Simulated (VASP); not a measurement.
# Al (Pm-3m) in VASP: a series of runs

The runs below take Al through single point, with PBEsol.

Program: VASP 6.6.1. These are calculated values, not measurements. Logs are shortened: lines on timing, memory, paths and dates and some standing lists are left out, and cuts for length are marked.

## (1) The cell of the first run

It takes space group Pm-3m (No. 221, cubic). The conventional cell has a = 2.214 Å, b = 2.214 Å, c = 2.214 Å, α = 90.00°, β = 90.00°, γ = 90.00°. Within 2.9 Å of Al (site symmetry m-3m) lie 6 Al at 2.21 Å.

## (2) Single point, PBEsol (volume scaled by 0.55)

INCAR

```
SYSTEM = Al
PREC = Accurate
ENCUT = 520
EDIFF = 1E-7
ISMEAR = -1
SIGMA = 0.08
LREAL = .False.
LASPH = .True.
NELM = 100
ALGO = Normal
ISIF = 2
LWAVE = .False.
LCHARG = .False.
GGA = PS
NBANDS = 8
```

KPOINTS

```
regular mesh
0
Gamma
  16 16 16
  0 0 0
```

POSCAR

```
Al
1.0
    2.2135703432      0.0000000000      0.0000000000
    0.0000000000      2.2135703432      0.0000000000
    0.0000000000      0.0000000000      2.2135703432
Al
1
Direct
    0.0000000000      0.0000000000      0.0000000000
```

Potentials or basis: VASP PAW PBE potentials, release 64 (Al).

Launch:

```console
$ cat potpaw_PBE.64/Al/POTCAR > POTCAR
$ mpirun -np 1 vasp_std > vasp.out
```

OUTCAR:

```text
SYSTEM = Al
   PREC = Accurate
   ENCUT = 520
   EDIFF = 1E-7
   ISMEAR = -1
   LREAL = .False.
   LASPH = .True.
   NELM = 100
   ISIF = 2
   GGA = PS

 ion  position               nearest neighbor table
   1  0.000  0.000  0.000-

  LATTYP: Found a simple cubic cell.
 ALAT       =     2.2135703432

  Lattice vectors:

 A1 = (   2.2135703432,   0.0000000000,   0.0000000000)
 A2 = (   0.0000000000,   2.2135703432,   0.0000000000)
 A3 = (   0.0000000000,   0.0000000000,   2.2135703432)

Analysis of symmetry for initial positions (statically):
=====================================================================
 Subroutine PRICEL returns:
 Original cell was already a primitive cell.

 Routine SETGRP: Setting up the symmetry group for a
 simple cubic supercell.

 Subroutine GETGRP returns: Found 48 space group operations
 (whereof 48 operations were pure point group operations)
 out of a pool of 48 trial point group operations.

The static configuration has the point symmetry O_h .

Analysis of symmetry for dynamics (positions and initial velocities):
=====================================================================
 Subroutine PRICEL returns:
 Original cell was already a primitive cell.

 Routine SETGRP: Setting up the symmetry group for a
 simple cubic supercell.

 Subroutine GETGRP returns: Found 48 space group operations
 (whereof 48 operations were pure point group operations)
 out of a pool of 48 trial point group operations.

The dynamic configuration has the point symmetry O_h .

 Subroutine INISYM returns: Found 48 space group operations
 (whereof 48 operations are pure point group operations),
 and found     1 'primitive' translations

----------------------------------------------------------------------------------------

                                     Primitive cell

  volume of cell :      10.8463

  direct lattice vectors                    reciprocal lattice vectors
     2.213570343  0.000000000  0.000000000     0.451758853  0.000000000  0.000000000
     0.000000000  2.213570343  0.000000000     0.000000000  0.451758853  0.000000000
     0.000000000  0.000000000  2.213570343     0.000000000  0.000000000  0.451758853

  length of vectors
     2.213570343  2.213570343  2.213570343     0.451758853  0.451758853  0.451758853

  position of ions in fractional coordinates (direct lattice)
     0.000000000  0.000000000  0.000000000

  ion indices of the primitive-cell ions
   primitive index   ion index
                 1           1

----------------------------------------------------------------------------------------

 KPOINTS: regular mesh

Automatic generation of k-mesh.
 Grid dimensions read from file:
 generate k-points for:   16   16   16

 Generating k-lattice:

  Cartesian coordinates                     Fractional coordinates (reciprocal lattice)
     0.028234928  0.000000000  0.000000000     0.062500000  0.000000000  0.000000000
     0.000000000  0.028234928  0.000000000     0.000000000  0.062500000  0.000000000
     0.000000000  0.000000000  0.028234928     0.000000000  0.000000000  0.062500000

  Length of vectors
     0.028234928  0.028234928  0.028234928

  Shift w.r.t. Gamma in fractional coordinates (k-lattice)
     0.000000000  0.000000000  0.000000000

 Subroutine IBZKPT returns following result:
 ===========================================

 Found    165 irreducible k-points:

 Following reciprocal coordinates:
            Coordinates               Weight
  0.000000  0.000000  0.000000      1.000000
  0.062500  0.000000  0.000000      6.000000
  0.125000  0.000000  0.000000      6.000000
  0.187500  0.000000  0.000000      6.000000
  0.250000  0.000000  0.000000      6.000000
  0.312500  0.000000  0.000000      6.000000
[... 16 lines left out ...]
  0.437500  0.125000  0.000000     24.000000
  0.500000  0.125000  0.000000     12.000000
 [... further k-points ...]
   k-points           NKPTS =    165   k-points in BZ     NKDIM =    165   number of bands    NBANDS=      8
   number of dos      NEDOS =    301   number of ions     NIONS =      1
   total plane-waves  NPLWV =   4096
   dimension x,y,z NGX =    16 NGY =   16 NGZ =   16
   dimension x,y,z NGXF=    32 NGYF=   32 NGZF=   32
   ions per type =               1
   NGX,Y,Z   is equivalent  to a cutoff of  12.02, 12.02, 12.02 a.u.
   NGXF,Y,Z  is equivalent  to a cutoff of  24.03, 24.03, 24.03 a.u.
 SYSTEM =  Al
   PREC   = accura    normal or accurate (medium, high low for compatibility)
   ISTART =      0    job   : 0-new  1-cont  2-samecut
   ICHARG =      2    charge: 1-file 2-atom 10-const
   ISPIN  =      1    spin polarized calculation?
   LNONCOLLINEAR =      F non collinear calculations
   LSORBIT =      F    spin-orbit coupling
   LASPH  =      T    aspherical Exc in radial PAW
   ENCUT  =  520.0 eV  38.22 Ry    6.18 a.u.   4.12  4.12  4.12*2*pi/ulx,y,z
   NELM   =    100;   NELMIN=  2; NELMDL= -5     # of ELM steps
   EDIFF  = 0.1E-06   stopping-criterion for ELM
   LREAL  =      F    real-space projection
   EDIFFG = 0.1E-05   stopping-criterion for IOM
   NSW    =      0    number of steps for IOM
   IBRION =     -1    ionic relax: 0-MD 1-quasi-New 2-CG
   NFREE  =      0    steps in history (QN), initial steepest desc. (CG)
   ISIF   =      2    stress and relaxation
   ISYM   =      2    0-nonsym 1-usesym 2-fastsym
   POTIM  = 0.5000    time-step for ionic-motion
   TEBEG  =    0.0;   TEEND  =   0.0 temperature during run
   PSTRESS=    0.0 pullay stress
   NELECT =       3.0000    total number of electrons
   NUPDOWN=      -1.0000    fix difference up-down
   EMIN   =  10.00;   EMAX   =-10.00  energy-range for DOS
   EFERMI =   0.00;   METHOD = LEGACY
   ISMEAR =    -1;   SIGMA  =   0.08  broadening in eV -4-tet -1-fermi 0-gaus
   EFERMI_NEDOS =   21; number of points for ismear=-14 and -15
   IALGO  =     38    algorithm
   IMIX   =      4    mixing-type and parameters
     AMIX     =   0.40;   BMIX     =  1.00
     AMIX_MAG =   1.60;   BMIX_MAG =  1.00
  volume/ion in A,a.u.               =      10.85        73.19
  Fermi-wavevector in a.u.,A,eV,Ry     =   1.066650  2.015676 15.479922  1.137742
  Thomas-Fermi vector in A             =   2.202241
   LORBIT       =      0    0 simple, 1 ext, 2 COOP (PROOUT), +10 PAW based schemes
   GGA     = PS    functional components
   LHFCALC =     F    Hartree Fock is set to
   AEXX    =    0.0000 exact exchange contribution
   IVDW    =     0    specifies the selected vdW correction
   LEPSILON=     F    determine dielectric tensor
   LRPA    =     F    only Hartree local field effects (RPA)
 non-spin polarized calculation
  energy-cutoff  :      520.00
  volume of cell :       10.85
 maximum number of plane-waves:       304
   NGX =  9   NGY =  9   NGZ =  9

 number of electron       3.0000000 magnetization

 Free energy of the ion-electron system (eV)
  ---------------------------------------------------
  ext. energy  EPLUGINS =         0.00000000
  ---------------------------------------------------
  free energy    TOTEN  =        -1.64438455 eV

  energy without entropy =       -1.63786750  energy(sigma->0) =       -1.64112603

 E-fermi :  12.7020     XC(G=0): -11.8728

 val. band max:       12.5781565679   @ k =   0.4375   0.4375   0.1250
 cond. band min:      12.7383033209   @ k =   0.3750   0.3125   0.1250
 fundamental gap:      0.1601467531
 Fermi energy:        12.7019674657

 k-point     1 :       0.0000    0.0000    0.0000
  band No.  band energies     occupation
      1      -1.2272      2.00000
      2      22.1668      0.00000
      3      22.1668      0.00000
      4      27.4728      0.00000
      5      27.4728      0.00000
      6      27.4728      0.00000
      7      37.5286      0.00000
      8      47.0898      0.00000

 k-point     2 :       0.0625    0.0000    0.0000
  band No.  band energies     occupation
      1      -1.1096      2.00000
      2      21.1455      0.00000
      3      22.2679      0.00000
      4      27.5519      0.00000
      5      27.5519      0.00000
      6      28.2941      0.00000
      7      37.9711      0.00000
      8      46.1978      0.00000

 k-point     3 :       0.1250    0.0000    0.0000
  band No.  band energies     occupation
      1      -0.7577      2.00000
      2      19.0547      0.00000
      3      22.5683      0.00000
      4      27.7893      0.00000
      5      27.7893      0.00000
      6      29.8028      0.00000
      7      39.2644      0.00000
      8      44.2985      0.00000

 k-point     4 :       0.1875    0.0000    0.0000
  band No.  band energies     occupation
      1      -0.1744      2.00000
      2      16.7042      0.00000
      3      23.0578      0.00000
      4      28.1837      0.00000
      5      28.1837      0.00000
      6      31.2799      0.00000
      7      41.2549      0.00000
      8      42.1739      0.00000

 k-point     5 :       0.2500    0.0000    0.0000
  band No.  band energies     occupation
      1       0.6359      2.00000
      2      14.3400      0.00000
      3      23.7147      0.00000
      4      28.7318      0.00000
      5      28.7318      0.00000
      6      32.6396      0.00000
      7      40.1007      0.00000
      8      40.1007      0.00000
[... 177 lines left out ...]
 k-point    22 :       0.3750    0.1250    0.0000
  band No.  band energies     occupation
      1       3.3577      2.00000
      2      10.3183      2.00000
      3      22.9108      0.00000
      4      28.2632      0.00000
      5      30.5870      0.00000
      6      34.1626      0.00000
      7      36.6219      0.00000
      8      37.4263      0.00000

 k-point    23 :       0.4375    0.1250    0.0000
  band No.  band energies     occupation
      1       4.7860      2.00000
      2       8.3418      2.00000
      3      23.9907      0.00000
      4      27.3175      0.00000
      5      31.4395      0.00000
      6      34.5798      0.00000
      7      35.2612      0.00000
      8      36.9541      0.00000

 k-point    24 :       0.5000    0.1250    0.0000
  band No.  band energies     occupation
      1       6.0911      2.00000
      2       6.8526      2.00000
      3      24.6613      0.00000
      4      26.6424      0.00000
      5      31.9129      0.00000
      6      34.6172      0.00000
      7      35.1695      0.00000
      8      36.2760      0.00000

 [... further k-points ...]
[... 5 lines left out ...]
  --------------------------------------------------------------------------------------
  -------------------------------------------------------------------------------------
  Total        8.1371018      8.1371018      8.1371018      0.0000000      0.0000000     -0.0000000
  in kB     1201.9885936   1201.9885936   1201.9885936      0.0000000      0.0000000     -0.0000000
  external PRESSURE =    1201.9885936 kB  Pullay stress =       0.0000000 kB

 VOLUME and BASIS-vectors are now :
 -----------------------------------------------------------------------------
  energy-cutoff  :      520.00
  volume of cell :       10.85
      direct lattice vectors                 reciprocal lattice vectors
     2.213570343  0.000000000  0.000000000     0.451758853  0.000000000  0.000000000
     0.000000000  2.213570343  0.000000000     0.000000000  0.451758853  0.000000000
     0.000000000  0.000000000  2.213570343     0.000000000  0.000000000  0.451758853

 POSITION                                       TOTAL-FORCE (eV/Angst)
 -----------------------------------------------------------------------------------
      0.00000      0.00000      0.00000         0.000000      0.000000      0.000000
 -----------------------------------------------------------------------------------
    total drift:                                0.000000      0.000000     -0.000000

  FREE ENERGIE OF THE ION-ELECTRON SYSTEM (eV)
  ---------------------------------------------------
  free  energy   TOTEN  =        -1.6443845507 eV

  energy  without entropy=       -1.6378675036  energy(sigma->0) =       -1.64112603
```

It took 9.1 s on 1 thread of AMD EPYC 7R43 (Zen 3), shared host; peak memory 0.08 GiB.

Results:

```yaml
Free_energy: -1.6444 eV
Pressure: 120.2 GPa
```

Caveat: the PAW data sets were made with another functional, which shifts forces and pressure a little.

(Continued in part 2 of 2.)
